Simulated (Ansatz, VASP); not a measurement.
## Sn: VASP beside Ansatz

```
Sn
1.0
     1.94698    1.12409    9.40965
    -1.94698    1.12409    9.40965
     0.00000   -2.24818    9.40965
Sn
3
Direct
  0.00000 0.00000 0.00000
  0.22222 0.22222 0.22222
  0.77778 0.77778 0.77778
```

Alike in both runs: task single point; functional r2SCAN; k mesh 6 × 6 × 6; occupations gaussian, width 0.1 eV; no spin polarisation.

|  | VASP | Ansatz |
| --- | --- | --- |
| version | VASP 6.6.1 | Ansatz 0.2.0 |
| potentials or method | VASP PAW PBE potentials, release 64 (Sn_d), cutoff 520 eV | scalar-relativistic, plane waves, PAW |
| valence electrons in the cell | 42 | 42 |

Ansatz gave:

- gap on the k mesh at the Fermi level (eV): none
- pressure (GPa): -7.9
- traceless stress, the component that is largest in VASP (GPa): 0.08
- rms of the force components (eV/Å): 0.104

**Question.** Estimate VASP's values.

**Answer.** gap on the k mesh at the Fermi level (eV): none; pressure (GPa): -7.9; traceless stress, the component that is largest in VASP (GPa): 0.09; rms of the force components (eV/Å): 0.104.

VASP's potentials were made for PBE, not for r2SCAN. Atom by atom the forces differ by 0.000 eV/Å (rms over components). A gap of «none» marks a metal or a gap that the smearing closes.
